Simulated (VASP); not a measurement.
# TePb (P6_3/mmc) in VASP: notebook, part 3 of 3

VASP 6.6.1.

**6. Single point, r2SCAN (45.62 Å³/atom)**

This run uses another cell than the first one, of 45.62 Å³/atom.

The input, POSCAR:

```
TePb
1.0
    5.6062149395      0.0000000000      0.0000000000
   -2.8031074698      4.8551245567      0.0000000000
    0.0000000000      0.0000000000      6.7042086870
Pb Te
2 2
Direct
    0.3333333333      0.6666666667      0.2500000000
    0.6666666667      0.3333333333      0.7500000000
    0.6666666667      0.3333333333      0.2500000000
    0.3333333333      0.6666666667      0.7500000000
```

The input, INCAR.step1:

```
SYSTEM = TePb
PREC = Accurate ; ENCUT = 520
ISMEAR = 0 ; SIGMA = 0.01
LREAL = .False. ; LASPH = .True.
NELM = 100 ; NBANDS = 28
GGA = PE ; ALGO = Normal
EDIFF = 1E-4 ; LWAVE = .True.
LCHARG = .False.
```

The input, INCAR.step2:

```
SYSTEM = TePb
PREC = Accurate ; ENCUT = 520
EDIFF = 1E-7 ; ISMEAR = 0
SIGMA = 0.01 ; LREAL = .False.
LASPH = .True. ; NELM = 100
ALGO = Normal ; ISIF = 2
LWAVE = .False. ; LCHARG = .False.
METAGGA = R2SCAN ; LMIXTAU = .True.
NBANDS = 28 ; ISTART = 1
```

The input, KPOINTS:

```
Automatic mesh
0
Gamma
  6 6 4
  0 0 0
```

Potentials or basis: VASP PAW PBE potentials, release 64 (Pb_d, Te).

Command:

```bash
$ cat potpaw_PBE.64/Pb_d/POTCAR potpaw_PBE.64/Te/POTCAR > POTCAR
$ cp INCAR.step1 INCAR
$ mpirun -np 1 vasp_std > vasp.out
$ cp INCAR.step2 INCAR
$ mpirun -np 1 vasp_std > vasp.out
```

OUTCAR:

```text
SYSTEM = TePb
   PREC = Accurate
   ENCUT = 520
   EDIFF = 1E-7
   ISMEAR = 0
   LREAL = .False.
   LASPH = .True.
   NELM = 100
   ISIF = 2
   METAGGA = R2SCAN
   ISTART = 1

 ion  position               nearest neighbor table
   1  0.333  0.667  0.250-   3 3.24   3 3.24   3 3.24   4 3.35   4 3.35
   2  0.667  0.333  0.750-   4 3.24   4 3.24   4 3.24   3 3.35   3 3.35
   3  0.667  0.333  0.250-   1 3.24   1 3.24   1 3.24   2 3.35   2 3.35
   4  0.333  0.667  0.750-   2 3.24   2 3.24   2 3.24   1 3.35   1 3.35

  LATTYP: Found a hexagonal cell.
 ALAT       =     5.6062149395
 C/A-ratio  =     1.1958529524

  Lattice vectors:

 A1 = (   5.6062149395,   0.0000000000,   0.0000000000)
 A2 = (  -2.8031074698,   4.8551245567,   0.0000000000)
 A3 = (   0.0000000000,   0.0000000000,   6.7042086870)

Analysis of symmetry for initial positions (statically):
=====================================================================
 Subroutine PRICEL returns:
 Original cell was already a primitive cell.

 Routine SETGRP: Setting up the symmetry group for a
 hexagonal supercell.

 Subroutine GETGRP returns: Found 24 space group operations
 (whereof 12 operations were pure point group operations)
 out of a pool of 24 trial point group operations.

The static configuration has the point symmetry D_3d.
 The point group associated with its full space group is D_6h.

Analysis of symmetry for dynamics (positions and initial velocities):
=====================================================================
 Subroutine PRICEL returns:
 Original cell was already a primitive cell.

 Routine SETGRP: Setting up the symmetry group for a
 hexagonal supercell.

 Subroutine GETGRP returns: Found 24 space group operations
 (whereof 12 operations were pure point group operations)
 out of a pool of 24 trial point group operations.

The dynamic configuration has the point symmetry D_3d.
 The point group associated with its full space group is D_6h.

 Subroutine INISYM returns: Found 24 space group operations
 (whereof 12 operations are pure point group operations),
 and found     1 'primitive' translations

----------------------------------------------------------------------------------------

                                     Primitive cell

  volume of cell :     182.4810

  direct lattice vectors                    reciprocal lattice vectors
     5.606214940  0.000000000  0.000000000     0.178373468  0.102983970  0.000000000
    -2.803107470  4.855124557  0.000000000     0.000000000  0.205967939  0.000000000
     0.000000000  0.000000000  6.704208687     0.000000000  0.000000000  0.149160035

  length of vectors
     5.606214940  5.606214940  6.704208687     0.205967939  0.205967939  0.149160035

  position of ions in fractional coordinates (direct lattice)
     0.333333333  0.666666667  0.250000000
     0.666666667  0.333333333  0.750000000
     0.666666667  0.333333333  0.250000000
     0.333333333  0.666666667  0.750000000

  ion indices of the primitive-cell ions
   primitive index   ion index
                 1           1
                 2           2
                 3           3
                 4           4

----------------------------------------------------------------------------------------

 KPOINTS: Automatic mesh

Automatic generation of k-mesh.
 Grid dimensions read from file:
 generate k-points for:    6    6    4

 Generating k-lattice:

  Cartesian coordinates                     Fractional coordinates (reciprocal lattice)
     0.029728911  0.017163995  0.000000000     0.166666667  0.000000000  0.000000000
     0.000000000  0.034327990  0.000000000     0.000000000  0.166666667  0.000000000
     0.000000000  0.000000000  0.037290009     0.000000000  0.000000000  0.250000000

  Length of vectors
     0.034327990  0.034327990  0.037290009

  Shift w.r.t. Gamma in fractional coordinates (k-lattice)
     0.000000000  0.000000000  0.000000000

 Subroutine IBZKPT returns following result:
 ===========================================

 Found     21 irreducible k-points:

 Following reciprocal coordinates:
            Coordinates               Weight
  0.000000  0.000000  0.000000      1.000000
  0.166667  0.000000  0.000000      6.000000
  0.333333 -0.000000  0.000000      6.000000
  0.500000  0.000000  0.000000      3.000000
  0.166667  0.166667  0.000000      6.000000
  0.333333  0.166667  0.000000     12.000000
[... 13 lines left out ...]
  0.333333  0.166667  0.500000     12.000000
  0.333333  0.333333  0.500000      2.000000
   k-points           NKPTS =     21   k-points in BZ     NKDIM =     21   number of bands    NBANDS=     28
   number of dos      NEDOS =    301   number of ions     NIONS =      4
   total plane-waves  NPLWV =  88200
   dimension x,y,z NGX =    42 NGY =   42 NGZ =   50
   dimension x,y,z NGXF=    84 NGYF=   84 NGZF=  100
   ions per type =               2   2
   NGX,Y,Z   is equivalent  to a cutoff of  12.45, 12.45, 12.40 a.u.
   NGXF,Y,Z  is equivalent  to a cutoff of  24.91, 24.91, 24.80 a.u.
 SYSTEM =  TePb
   PREC   = accura    normal or accurate (medium, high low for compatibility)
   ISTART =      1    job   : 0-new  1-cont  2-samecut
   ICHARG =      0    charge: 1-file 2-atom 10-const
   ISPIN  =      1    spin polarized calculation?
   LNONCOLLINEAR =      F non collinear calculations
   LSORBIT =      F    spin-orbit coupling
   LASPH  =      T    aspherical Exc in radial PAW
   ENCUT  =  520.0 eV  38.22 Ry    6.18 a.u.  10.42 10.42 12.47*2*pi/ulx,y,z
   NELM   =    100;   NELMIN=  2; NELMDL=  0     # of ELM steps
   EDIFF  = 0.1E-06   stopping-criterion for ELM
   LREAL  =      F    real-space projection
   EDIFFG = 0.1E-05   stopping-criterion for IOM
   NSW    =      0    number of steps for IOM
   IBRION =     -1    ionic relax: 0-MD 1-quasi-New 2-CG
   NFREE  =      0    steps in history (QN), initial steepest desc. (CG)
   ISIF   =      2    stress and relaxation
   ISYM   =      2    0-nonsym 1-usesym 2-fastsym
   POTIM  = 0.5000    time-step for ionic-motion
   TEBEG  =    0.0;   TEEND  =   0.0 temperature during run
   PSTRESS=    0.0 pullay stress
   NELECT =      40.0000    total number of electrons
   NUPDOWN=      -1.0000    fix difference up-down
   EMIN   =  10.00;   EMAX   =-10.00  energy-range for DOS
   EFERMI =   0.00;   METHOD = LEGACY
   ISMEAR =     0;   SIGMA  =   0.01  broadening in eV -4-tet -1-fermi 0-gaus
   EFERMI_NEDOS =   21; number of points for ismear=-14 and -15
   IALGO  =     38    algorithm
   IMIX   =      4    mixing-type and parameters
     AMIX     =   0.40;   BMIX     =  1.00
     AMIX_MAG =   1.60;   BMIX_MAG =  1.00
  volume/ion in A,a.u.               =      45.62       307.86
  Fermi-wavevector in a.u.,A,eV,Ry     =   0.987087  1.865325 13.256722  0.974342
  Thomas-Fermi vector in A             =   2.118516
   LORBIT       =      0    0 simple, 1 ext, 2 COOP (PROOUT), +10 PAW based schemes
   METAGGA = R2SCAN    functional components
   LHFCALC =     F    Hartree Fock is set to
   AEXX    =    0.0000 exact exchange contribution
   IVDW    =     0    specifies the selected vdW correction
   LEPSILON=     F    determine dielectric tensor
   LRPA    =     F    only Hartree local field effects (RPA)
 non-spin polarized calculation
 Gauss-broadening in eV      SIGMA  =   0.01
  energy-cutoff  :      520.00
  volume of cell :      182.48
 maximum number of plane-waves:      4939
 NGX is ok and might be reduce to    42
   NGX = 21   NGY = 21   NGZ = 25

 number of electron      40.0000007 magnetization

 Free energy of the ion-electron system (eV)
  ---------------------------------------------------
  ext. energy  EPLUGINS =         0.00000000
  ---------------------------------------------------
  free energy    TOTEN  =      -164.85698240 eV

  energy without entropy =     -164.85698240  energy(sigma->0) =     -164.85698240

 E-fermi :   2.8643     XC(G=0):  -8.1978

 val. band max:        2.7716900848   @ k =   0.3333   0.3333   0.5000
 cond. band min:       4.2241957467   @ k =   0.3333   0.3333   0.5000
 fundamental gap:      1.4525056619
 Fermi energy:         2.8643368805

 k-point     1 :       0.0000    0.0000    0.0000
  band No.  band energies     occupation
      1     -14.6385      2.00000
      2     -14.6090      2.00000
      3     -14.6090      2.00000
      4     -14.6085      2.00000
      5     -14.6085      2.00000
      6     -14.6025      2.00000
[... 640 lines left out ...]
     27       8.4497      0.00000
     28       8.4497      0.00000

------------------------ aborting loop because EDIFF is reached ----------------------------------------

  FORCE on cell =-STRESS in cart. coord.  units (eV):
  Direction    XX          YY          ZZ          XY          YZ          ZX
  --------------------------------------------------------------------------------------
  -------------------------------------------------------------------------------------
  Total       -1.8427839     -1.8427839     -1.9676016      0.0000000      0.0000000     -0.0000000
  in kB      -16.1795839    -16.1795839    -17.2754793      0.0000000      0.0000000     -0.0000000
  external PRESSURE =     -16.5448824 kB  Pullay stress =       0.0000000 kB

 VOLUME and BASIS-vectors are now :
 -----------------------------------------------------------------------------
  energy-cutoff  :      520.00
  volume of cell :      182.48
      direct lattice vectors                 reciprocal lattice vectors
     5.606214940  0.000000000  0.000000000     0.178373468  0.102983970  0.000000000
    -2.803107470  4.855124557  0.000000000     0.000000000  0.205967939  0.000000000
     0.000000000  0.000000000  6.704208687     0.000000000  0.000000000  0.149160035

 POSITION                                       TOTAL-FORCE (eV/Angst)
 -----------------------------------------------------------------------------------
     -0.00000      3.23675      1.67605         0.000000     -0.000000      0.000000
      2.80311      1.61837      5.02816         0.000000      0.000000     -0.000000
      2.80311      1.61837      1.67605        -0.000000      0.000000      0.000000
     -0.00000      3.23675      5.02816        -0.000000     -0.000000      0.000000
 -----------------------------------------------------------------------------------
    total drift:                               -0.000000      0.000000     -0.000000

  FREE ENERGIE OF THE ION-ELECTRON SYSTEM (eV)
  ---------------------------------------------------
  free  energy   TOTEN  =      -164.8569824039 eV

  energy  without entropy=     -164.8569824039  energy(sigma->0) =     -164.85698240
```

Run time: 14 min. Hardware: 1 thread of Intel Xeon 8259CL, shared host; peak memory 0.37 GiB.

Results:

* Free energy: -164.8570 eV
* Pressure: -1.7 GPa
* Band gap on the k mesh: 1.45 eV

Levels at points of the mesh, in eV from the valence-band top:
| k point | band 16 | band 17 | band 18 | band 19 | band 20 | band 21 | band 22 | band 23 | band 24 | band 25 |
| --- | --- | --- | --- | --- | --- | --- | --- | --- | --- | --- |
| (0.00, 0.00, 0.00) | -2.48 | -2.48 | -1.29 | -1.29 | -1.28 | 1.63 | 1.63 | 3.11 | 3.11 | 4.22 |
| (0.50, 0.00, 0.00) | -3.04 | -2.27 | -1.78 | -1.67 | -0.36 | 2.56 | 3.58 | 3.66 | 4.30 | 5.00 |
| (0.00, 0.00, 0.50) | -1.93 | -1.93 | -1.93 | -1.06 | -1.06 | 2.10 | 2.10 | 2.10 | 2.10 | 2.50 |
| (0.50, 0.00, 0.50) | -2.44 | -1.25 | -1.25 | -0.55 | -0.55 | 1.57 | 1.57 | 2.88 | 2.88 | 4.10 |

Caveat: the PAW data sets were made with another functional, which shifts forces and pressure a little; spin-orbit coupling is left out, which moves the levels of the heavy elements.

**7. Overview**

```tsv
cell	gap on the mesh (eV)	pressure (GPa)
a = 5.386, b = 5.386, c = 6.441 Å, angles 90.0, 90.0, 120.0°, 4 atoms	1.23	2.2
a = 5.443, b = 5.443, c = 6.509 Å, angles 90.0, 90.0, 120.0°, 4 atoms	1.33	1.0
a = 5.498, b = 5.498, c = 6.575 Å, angles 90.0, 90.0, 120.0°, 4 atoms	1.38	0.0
a = 5.553, b = 5.553, c = 6.640 Å, angles 90.0, 90.0, 120.0°, 4 atoms	1.42	-0.9
a = 5.606, b = 5.606, c = 6.704 Å, angles 90.0, 90.0, 120.0°, 4 atoms	1.45	-1.7
```

Alike in all rows: task single point; level r2SCAN; potentials or basis VASP PAW PBE potentials, release 64 (Pb_d, Te); no spin polarisation; k mesh 6 × 6 × 4; cutoff (eV) 520; smearing gaussian 0.01 eV.

Caveats: the PAW data sets were made with another functional, which shifts forces and pressure a little; spin-orbit coupling is left out, which moves the levels of the heavy elements.

Total energies depend on the potentials used, so only differences within one code and one set of settings carry meaning.
